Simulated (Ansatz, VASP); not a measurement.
# One calculation of Cs2AgBiBr6, two programs

```
Cs Ag Bi Br
1.0
     0.00000    5.74201    5.74201
     5.74201    0.00000    5.74201
     5.74201    5.74201    0.00000
Cs Ag Bi Br
2 1 1 6
Direct
  0.25000 0.25000 0.25000
  0.75000 0.75000 0.75000
  0.50000 0.50000 0.50000
  0.00000 0.00000 0.00000
  0.25131 0.74869 0.25131
  0.25131 0.74869 0.74869
  0.74869 0.25131 0.74869
  0.74869 0.25131 0.25131
  0.25131 0.25131 0.74869
  0.74869 0.74869 0.25131
```

Alike in both runs: functional PBE; k mesh 4 × 4 × 4; occupations gaussian, width 0.02 eV; no spin polarisation.

Ansatz relaxed the structure, and its values are those at the end. VASP's run is a single point on that final structure, the one shown.

```csv
,VASP,Ansatz
version,VASP 6.6.1,Ansatz 0.2.0
potentials or method,"VASP PAW PBE potentials, release 64 (Cs_sv, Ag, Bi_d, Br), cutoff 520 eV","scalar-relativistic, plane waves, PAW"
valence electrons in the cell,86,94
```

```tsv
	VASP	Ansatz	Ansatz less VASP
gap on the k mesh at the Fermi level (eV)	1.33	1.33	-0.004
least direct gap on the mesh (eV)	2.38	2.38	-0.001
pressure (GPa)	0.0	0.0	+0.01
```

VASP's potentials hold 86 valence electrons a cell and Ansatz's 94, so a difference there can come from the potentials and not from the codes.

Neither program's run includes spin-orbit coupling.
